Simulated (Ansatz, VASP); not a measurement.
# TiH in VASP and in Ansatz

INCAR

```
SYSTEM = TiH
PREC     = Accurate       ! precision mode
ENCUT    = 520            ! plane-wave cutoff, eV
EDIFF    = 1E-7           ! SCF threshold, eV
ISMEAR   = 0              ! smearing method
SIGMA    = 0.15           ! smearing width, eV
LREAL    = .False.        ! projectors in reciprocal space
LASPH    = .True.         ! aspherical terms in the spheres
NELM     = 100            ! most SCF steps
ALGO     = Normal         ! electronic algorithm
ISIF     = 2              ! what is computed and relaxed
LWAVE    = .False.        ! write WAVECAR
LCHARG   = .False.        ! write CHGCAR
NBANDS   = 14             ! bands
```

File KPOINTS:

```
regular mesh
0
Gamma
  20 20 20
  0 0 0
```

POSCAR

```
TiH
1.0
    0.0000000000      2.0896972200      2.0896972200
    2.0896972200      0.0000000000      2.0896972200
    2.0896972200      2.0896972200      0.0000000000
Ti H
1 1
Direct
    0.0000000000      0.0000000000      0.0000000000
    0.5000000000      0.5000000000      0.5000000000
```

Input for Ansatz:

```yaml
crystal:
  lattice:
    - [0.0, 2.08969722, 2.08969722]
    - [2.08969722, 0.0, 2.08969722]
    - [2.08969722, 2.08969722, 0.0]
  atoms:
    - { symbol: Ti, position: [0.0, 0.0, 0.0] }
    - { symbol: H, position: [0.5, 0.5, 0.5] }
basis:
  ecutwfc: 420
kpoints:
  mp_grid: { grid: [20, 20, 20] }
hamiltonian:
  xc: lda
scf:
  occupations: { method: gaussian, width: 0.15 }
output:
  forces: true
  stress: true
  eigenvalues: true
```

Alike in both runs: task single point; functional LDA; k mesh 20 × 20 × 20; occupations gaussian, width 0.15 eV; no spin polarisation.

```csv
,VASP,Ansatz
version,VASP 6.6.1,Ansatz 0.2.0
potentials or method,"VASP PAW LDA potentials, release 64 (Ti_sv, H), cutoff 520 eV","scalar-relativistic, plane waves, PAW"
valence electrons in the cell,13,13
```

```tsv
	VASP	Ansatz	Ansatz less VASP
gap on the k mesh at the Fermi level (eV)	none	none	-
pressure (GPa)	-7.8	-7.9	-0.13
```

LDA's correlation is that of Perdew and Zunger in VASP and of Perdew and Wang (1992) in Ansatz. A gap of «none» marks a metal or a gap that the smearing closes.
